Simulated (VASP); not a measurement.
Set up this calculation in VASP 6.6.1, as the native input.

| Item | Value |
| --- | --- |
| Task | single point |
| Functional | PBEsol |
| Potentials or basis | VASP PAW PBE potentials, release 64 (Zn) |
| Cutoff | 520 eV |
| k mesh | 20 × 20 × 20 |
| Occupations | gaussian, width 0.15 eV |
| Spin | no spin polarisation |
| Dipole correction | no |
| Further INCAR settings | ALGO = Fast; EDIFF = 1e-06; NBANDS = 12 |

The structure of Zn lies in POSCAR:

```
Zn
1.0
   -1.4688715212      1.5300745013      1.5300745013
    1.4688715212     -1.5300745013      1.5300745013
    1.4688715212      1.5300745013     -1.5300745013
Zn
1
Direct
    0.0000000000      0.0000000000      0.0000000000
```

This cell differs from its parent crystal: normal strain along x -0.0400, normal strain along z +0.0000.

The input as run:

INCAR

```
SYSTEM = Zn
PREC = Accurate
ENCUT = 520
EDIFF = 1E-6
ISMEAR = 0
SIGMA = 0.15
LREAL = .FALSE.
LASPH = .TRUE.
NELM = 80
ALGO = Fast
ISIF = 2
LWAVE = .FALSE.
LCHARG = .FALSE.
GGA = PS
NBANDS = 12
```

KPOINTS

```
Automatic mesh
0
G
  20 20 20
  0 0 0
```

Potentials or basis: VASP PAW PBE potentials, release 64 (Zn).

The run is started by

```sh
$ cat potpaw_PBE.64/Zn/POTCAR > POTCAR
$ mpirun -np 1 vasp_std > vasp.out
```

Results of the run:

| Item | Value |
| --- | --- |
| Pressure | 4.1 GPa |
| Band gap on the k mesh | zero (band 6 reaches 7.71 eV, above the bottom of band 7 at 2.73 eV) |

Caveat: the cell differs from its parent crystal (normal strain along x -0.0400, normal strain along z +0.0000); the PAW data sets were made with another functional, which shifts forces and pressure a little.

Wall time 37 s on 1 thread of Intel(R) Xeon(R) 6975P-C (Granite Rapids) (shared host), peak memory 0.21 GiB.
